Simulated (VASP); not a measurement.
# KBr (Fm-3m) in VASP: further runs

The runs below take KBr through single point, with PBE.

All numbers are computed with VASP 6.6.1; they aren't measurements. Logs are shortened: lines on timing, memory, paths and dates and some standing lists are left out, and cuts for length are marked.

## Step 1: The cell of the first run

It takes space group Fm-3m (No. 225, cubic). Conventional cell: a = 6.771 Å, b = 6.771 Å, c = 6.771 Å, α = 90.00°, β = 90.00°, γ = 90.00°. K (site symmetry m-3m) has 6 Br at 3.39 Å within 4.5 Å. Br (site symmetry m-3m) has 6 K at 3.39 Å within 4.5 Å.

## Step 2: Single point, PBE (38.80 Å³/atom)

The input, INCAR:

```
SYSTEM = KBr
  ALGO = Normal
  EDIFF = 1E-7
  ENCUT = 520
  GGA = PE
  ISIF = 2
  ISMEAR = 0
  LASPH = .TRUE.
  LCHARG = .FALSE.
  LREAL = .FALSE.
  LWAVE = .FALSE.
  NBANDS = 15
  NELM = 100
  PREC = Accurate
  SIGMA = 0.01
```

The input, KPOINTS:

```
k-points
0
G
  6 6 6
  0 0 0
```

The input, POSCAR:

```
KBr
1.0
    0.0000000000      3.3855095702      3.3855095702
    3.3855095702      0.0000000000      3.3855095702
    3.3855095702      3.3855095702      0.0000000000
K Br
1 1
Direct
    0.0000000000      0.0000000000      0.0000000000
    0.5000000000      0.5000000000      0.5000000000
```

Potentials or basis: VASP PAW PBE potentials, release 64 (K_sv, Br).

Launch:

```
$ cat potpaw_PBE.64/K_sv/POTCAR potpaw_PBE.64/Br/POTCAR > POTCAR
$ mpirun -np 1 vasp_std > vasp.out
```

OUTCAR:

```text
SYSTEM = KBr
   EDIFF = 1E-7
   ENCUT = 520
   GGA = PE
   ISIF = 2
   ISMEAR = 0
   LASPH = .TRUE.
   LREAL = .FALSE.
   NELM = 100
   PREC = Accurate

 ion  position               nearest neighbor table
   1  0.000  0.000  0.000-
   2  0.500  0.500  0.500-

  LATTYP: Found a face centered cubic cell.
 ALAT       =     6.7710191404

  Lattice vectors:

 A1 = (   0.0000000000,   3.3855095702,   3.3855095702)
 A2 = (   3.3855095702,   0.0000000000,   3.3855095702)
 A3 = (   3.3855095702,   3.3855095702,   0.0000000000)

Analysis of symmetry for initial positions (statically):
=====================================================================
 Subroutine PRICEL returns:
 Original cell was already a primitive cell.

 Routine SETGRP: Setting up the symmetry group for a
 face centered cubic supercell.

 Subroutine GETGRP returns: Found 48 space group operations
 (whereof 48 operations were pure point group operations)
 out of a pool of 48 trial point group operations.

The static configuration has the point symmetry O_h .

Analysis of symmetry for dynamics (positions and initial velocities):
=====================================================================
 Subroutine PRICEL returns:
 Original cell was already a primitive cell.

 Routine SETGRP: Setting up the symmetry group for a
 face centered cubic supercell.

 Subroutine GETGRP returns: Found 48 space group operations
 (whereof 48 operations were pure point group operations)
 out of a pool of 48 trial point group operations.

The dynamic configuration has the point symmetry O_h .

 Subroutine INISYM returns: Found 48 space group operations
 (whereof 48 operations are pure point group operations),
 and found     1 'primitive' translations

----------------------------------------------------------------------------------------

                                     Primitive cell

  volume of cell :      77.6072

  direct lattice vectors                    reciprocal lattice vectors
     0.000000000  3.385509570  3.385509570    -0.147688255  0.147688255  0.147688255
     3.385509570  0.000000000  3.385509570     0.147688255 -0.147688255  0.147688255
     3.385509570  3.385509570  0.000000000     0.147688255  0.147688255 -0.147688255

  length of vectors
     4.787833550  4.787833550  4.787833550     0.255803561  0.255803561  0.255803561

  position of ions in fractional coordinates (direct lattice)
     0.000000000  0.000000000  0.000000000
     0.500000000  0.500000000  0.500000000

  ion indices of the primitive-cell ions
   primitive index   ion index
                 1           1
                 2           2

----------------------------------------------------------------------------------------

 KPOINTS: k-points

Automatic generation of k-mesh.
 Grid dimensions read from file:
 generate k-points for:    6    6    6

 Generating k-lattice:

  Cartesian coordinates                     Fractional coordinates (reciprocal lattice)
    -0.024614709  0.024614709  0.024614709     0.166666667  0.000000000  0.000000000
     0.024614709 -0.024614709  0.024614709     0.000000000  0.166666667  0.000000000
     0.024614709  0.024614709 -0.024614709     0.000000000  0.000000000  0.166666667

  Length of vectors
     0.042633927  0.042633927  0.042633927

  Shift w.r.t. Gamma in fractional coordinates (k-lattice)
     0.000000000  0.000000000  0.000000000

 Subroutine IBZKPT returns following result:
 ===========================================

 Found     16 irreducible k-points:

 Following reciprocal coordinates:
            Coordinates               Weight
  0.000000  0.000000  0.000000      1.000000
  0.166667  0.000000  0.000000      8.000000
  0.333333  0.000000  0.000000      8.000000
  0.500000  0.000000  0.000000      4.000000
  0.166667  0.166667  0.000000      6.000000
  0.333333  0.166667  0.000000     24.000000
[... 8 lines left out ...]
 -0.333333  0.333333  0.166667     24.000000
 -0.333333  0.500000  0.166667     12.000000
   k-points           NKPTS =     16   k-points in BZ     NKDIM =     16   number of bands    NBANDS=     15
   number of dos      NEDOS =    301   number of ions     NIONS =      2
   total plane-waves  NPLWV =  46656
   dimension x,y,z NGX =    36 NGY =   36 NGZ =   36
   dimension x,y,z NGXF=    72 NGYF=   72 NGZF=   72
   ions per type =               1   1
   NGX,Y,Z   is equivalent  to a cutoff of  12.50, 12.50, 12.50 a.u.
   NGXF,Y,Z  is equivalent  to a cutoff of  25.00, 25.00, 25.00 a.u.
 SYSTEM =  KBr
   PREC   = accura    normal or accurate (medium, high low for compatibility)
   ISTART =      0    job   : 0-new  1-cont  2-samecut
   ICHARG =      2    charge: 1-file 2-atom 10-const
   ISPIN  =      1    spin polarized calculation?
   LNONCOLLINEAR =      F non collinear calculations
   LSORBIT =      F    spin-orbit coupling
   LASPH  =      T    aspherical Exc in radial PAW
   ENCUT  =  520.0 eV  38.22 Ry    6.18 a.u.   8.90  8.90  8.90*2*pi/ulx,y,z
   NELM   =    100;   NELMIN=  2; NELMDL= -5     # of ELM steps
   EDIFF  = 0.1E-06   stopping-criterion for ELM
   LREAL  =      F    real-space projection
   EDIFFG = 0.1E-05   stopping-criterion for IOM
   NSW    =      0    number of steps for IOM
   IBRION =     -1    ionic relax: 0-MD 1-quasi-New 2-CG
   NFREE  =      0    steps in history (QN), initial steepest desc. (CG)
   ISIF   =      2    stress and relaxation
   ISYM   =      2    0-nonsym 1-usesym 2-fastsym
   POTIM  = 0.5000    time-step for ionic-motion
   TEBEG  =    0.0;   TEEND  =   0.0 temperature during run
   PSTRESS=    0.0 pullay stress
   NELECT =      16.0000    total number of electrons
   NUPDOWN=      -1.0000    fix difference up-down
   EMIN   =  10.00;   EMAX   =-10.00  energy-range for DOS
   EFERMI =   0.00;   METHOD = LEGACY
   ISMEAR =     0;   SIGMA  =   0.01  broadening in eV -4-tet -1-fermi 0-gaus
   EFERMI_NEDOS =   21; number of points for ismear=-14 and -15
   IALGO  =     38    algorithm
   IMIX   =      4    mixing-type and parameters
     AMIX     =   0.40;   BMIX     =  1.00
     AMIX_MAG =   1.60;   BMIX_MAG =  1.00
  volume/ion in A,a.u.               =      38.80       261.86
  Fermi-wavevector in a.u.,A,eV,Ry     =   0.967121  1.827594 12.725840  0.935323
  Thomas-Fermi vector in A             =   2.096980
   LORBIT       =      0    0 simple, 1 ext, 2 COOP (PROOUT), +10 PAW based schemes
   GGA     = PE    functional components
   LHFCALC =     F    Hartree Fock is set to
   AEXX    =    0.0000 exact exchange contribution
   IVDW    =     0    specifies the selected vdW correction
   LEPSILON=     F    determine dielectric tensor
   LRPA    =     F    only Hartree local field effects (RPA)
 non-spin polarized calculation
 Gauss-broadening in eV      SIGMA  =   0.01
  energy-cutoff  :      520.00
  volume of cell :       77.61
 maximum number of plane-waves:      2114
   NGX = 17   NGY = 17   NGZ = 17

 number of electron      16.0000004 magnetization

 Free energy of the ion-electron system (eV)
  ---------------------------------------------------
  ext. energy  EPLUGINS =         0.00000000
  ---------------------------------------------------
  free energy    TOTEN  =        -6.22154632 eV

  energy without entropy =       -6.22154632  energy(sigma->0) =       -6.22154632

 E-fermi :  -1.9781     XC(G=0):  -7.0691

 val. band max:       -2.0271075227   @ k =   0.0000   0.0000   0.0000
 cond. band min:       2.2097220861   @ k =   0.0000   0.0000   0.0000
 fundamental gap:      4.2368296088
 Fermi energy:        -1.9781350411

 k-point     1 :       0.0000    0.0000    0.0000
  band No.  band energies     occupation
      1     -29.9803      2.00000
      2     -14.2326      2.00000
      3     -13.4516      2.00000
      4     -13.4516      2.00000
      5     -13.4516      2.00000
      6      -2.0271      2.00000
      7      -2.0271      2.00000
      8      -2.0271      2.00000
      9       2.2097      0.00000
     10       5.5495      0.00000
     11       5.5495      0.00000
     12       5.5495      0.00000
     13       6.3261      0.00000
     14       6.3261      0.00000
     15       9.3686      0.00000

 k-point     2 :       0.1667    0.0000    0.0000
  band No.  band energies     occupation
      1     -29.9794      2.00000
      2     -14.2810      2.00000
      3     -13.4528      2.00000
      4     -13.4528      2.00000
      5     -13.3897      2.00000
      6      -2.3462      2.00000
      7      -2.0998      2.00000
      8      -2.0998      2.00000
      9       2.8190      0.00000
     10       5.3947      0.00000
     11       5.8498      0.00000
     12       5.8498      0.00000
     13       6.6402      0.00000
     14       6.6402      0.00000
     15      10.1672      0.00000

 k-point     3 :       0.3333    0.0000    0.0000
  band No.  band energies     occupation
      1     -29.9776      2.00000
      2     -14.3617      2.00000
      3     -13.4551      2.00000
      4     -13.4551      2.00000
      5     -13.2815      2.00000
      6      -2.8503      2.00000
      7      -2.2373      2.00000
      8      -2.2373      2.00000
      9       3.9354      0.00000
     10       5.5140      0.00000
     11       6.6504      0.00000
     12       6.6504      0.00000
     13       7.4334      0.00000
     14       7.4334      0.00000
     15       9.0391      0.00000

 k-point     4 :       0.5000    0.0000    0.0000
  band No.  band energies     occupation
      1     -29.9767      2.00000
      2     -14.3966      2.00000
      3     -13.4562      2.00000
      4     -13.4562      2.00000
      5     -13.2326      2.00000
      6      -3.0622      2.00000
      7      -2.3027      2.00000
      8      -2.3027      2.00000
      9       4.3966      0.00000
     10       5.9111      0.00000
     11       7.5215      0.00000
     12       7.5215      0.00000
     13       7.8022      0.00000
     14       7.8022      0.00000
     15       8.4094      0.00000
[... 163 lines left out ...]
 k-point    14 :       0.5000    0.3333    0.1667
  band No.  band energies     occupation
      1     -29.9765      2.00000
      2     -14.2956      2.00000
      3     -13.4800      2.00000
      4     -13.4671      2.00000
      5     -13.3389      2.00000
      6      -2.7882      2.00000
      7      -2.3606      2.00000
      8      -2.3198      2.00000
      9       4.7414      0.00000
     10       4.7904      0.00000
     11       6.6230      0.00000
     12       7.4706      0.00000
     13       7.4831      0.00000
     14       7.6415      0.00000
     15       8.6056      0.00000

 k-point    15 :      -0.3333    0.3333    0.1667
  band No.  band energies     occupation
      1     -29.9759      2.00000
      2     -14.2862      2.00000
      3     -13.4870      2.00000
      4     -13.4773      2.00000
      5     -13.3362      2.00000
      6      -2.7569      2.00000
      7      -2.4946      2.00000
      8      -2.3681      2.00000
      9       5.0463      0.00000
     10       5.4327      0.00000
     11       6.2024      0.00000
     12       6.8552      0.00000
     13       8.0578      0.00000
     14       8.3138      0.00000
     15       8.6373      0.00000

 k-point    16 :      -0.3333    0.5000    0.1667
  band No.  band energies     occupation
      1     -29.9756      2.00000
      2     -14.2219      2.00000
      3     -13.5070      2.00000
      4     -13.4874      2.00000
      5     -13.3915      2.00000
      6      -2.6631      2.00000
      7      -2.4402      2.00000
      8      -2.4288      2.00000
      9       4.5607      0.00000
     10       5.5823      0.00000
     11       6.0625      0.00000
     12       6.9141      0.00000
     13       7.7496      0.00000
     14       8.5031      0.00000
     15       8.9101      0.00000

------------------------ aborting loop because EDIFF is reached ----------------------------------------

  FORCE on cell =-STRESS in cart. coord.  units (eV):
  Direction    XX          YY          ZZ          XY          YZ          ZX
  --------------------------------------------------------------------------------------
  -------------------------------------------------------------------------------------
  Total       -0.1673288     -0.1673288     -0.1673288      0.0000000      0.0000000      0.0000000
  in kB       -3.4544515     -3.4544515     -3.4544515      0.0000000      0.0000000      0.0000000
  external PRESSURE =      -3.4544515 kB  Pullay stress =       0.0000000 kB

 VOLUME and BASIS-vectors are now :
 -----------------------------------------------------------------------------
  energy-cutoff  :      520.00
  volume of cell :       77.61
      direct lattice vectors                 reciprocal lattice vectors
     0.000000000  3.385509570  3.385509570    -0.147688255  0.147688255  0.147688255
     3.385509570  0.000000000  3.385509570     0.147688255 -0.147688255  0.147688255
     3.385509570  3.385509570  0.000000000     0.147688255  0.147688255 -0.147688255

 POSITION                                       TOTAL-FORCE (eV/Angst)
 -----------------------------------------------------------------------------------
      0.00000      0.00000      0.00000         0.000000      0.000000      0.000000
      3.38551      3.38551      3.38551        -0.000000     -0.000000     -0.000000
 -----------------------------------------------------------------------------------
    total drift:                                0.000000      0.000000      0.000000

  FREE ENERGIE OF THE ION-ELECTRON SYSTEM (eV)
  ---------------------------------------------------
  free  energy   TOTEN  =        -6.2215463163 eV

  energy  without entropy=       -6.2215463163  energy(sigma->0) =       -6.22154632
```

It took 28 s on 1 thread of Intel Xeon 8259CL, shared host; peak memory 0.2 GiB.

Results:

| Quantity | Value |
| --- | --- |
| Free energy | -6.2215 eV |
| Pressure | -0.3 GPa |
| Band gap on the k mesh | 4.24 eV |

Levels at points of the mesh, in eV from the valence-band top:
| k point | band 4 | band 5 | band 6 | band 7 | band 8 | band 9 | band 10 | band 11 | band 12 | band 13 |
| --- | --- | --- | --- | --- | --- | --- | --- | --- | --- | --- |
| (0.00, 0.00, 0.00) | -11.42 | -11.42 | 0.00 | 0.00 | 0.00 | 4.24 | 7.58 | 7.58 | 7.58 | 8.35 |
| (0.50, 0.00, 0.00) | -11.43 | -11.21 | -1.04 | -0.28 | -0.28 | 6.42 | 7.94 | 9.55 | 9.55 | 9.83 |
| (0.50, 0.50, 0.00) | -11.45 | -11.45 | -0.73 | -0.26 | -0.26 | 5.94 | 6.92 | 9.09 | 9.23 | 9.39 |

## Step 3: Single point, PBE (39.93 Å³/atom)

This run uses another cell than the first one, of 39.93 Å³/atom.

The input, INCAR:

```
SYSTEM = KBr
  PREC = Accurate
  ENCUT = 520
  EDIFF = 1E-6
  ISMEAR = 0
  SIGMA = 0.01
  LREAL = .FALSE.
  LASPH = .TRUE.
  NELM = 80
  ALGO = Normal
  ISIF = 2
  LWAVE = .FALSE.
  LCHARG = .FALSE.
  GGA = PE
  NBANDS = 15
```

The input, KPOINTS:

```
Automatic mesh
0
G
  6 6 6
  0 0 0
```

The input, POSCAR:

```
KBr
1.0
    0.0000000000      3.4180645440      3.4180645440
    3.4180645440      0.0000000000      3.4180645440
    3.4180645440      3.4180645440      0.0000000000
K Br
1 1
Direct
    0.0000000000      0.0000000000      0.0000000000
    0.5000000000      0.5000000000      0.5000000000
```

Potentials or basis: VASP PAW PBE potentials, release 64 (K_sv, Br).

Launch:

```
$ cat potpaw_PBE.64/K_sv/POTCAR potpaw_PBE.64/Br/POTCAR > POTCAR
$ mpirun -np 1 vasp_std > vasp.out
```

Wall time 25 s (1 thread of Intel Xeon 8259CL, shared host); peak memory 0.21 GiB.

The run converged. Its results:

```
Free energy            : -6.2146 eV
Pressure               : -0.7 GPa
Band gap on the k mesh : 4.17 eV
```

Levels at points of the mesh, in eV from the valence-band top:
```csv
k point,band 5,band 6,band 7,band 8,band 9,band 10,band 11,band 12
"(0.00, 0.00, 0.00)",-11.49,0.00,0.00,0.00,4.17,7.56,7.56,7.56
"(0.50, 0.00, 0.00)",-11.28,-0.99,-0.26,-0.26,6.36,7.82,9.47,9.47
"(0.50, 0.50, 0.00)",-11.51,-0.71,-0.25,-0.25,5.95,6.82,8.94,9.18
```
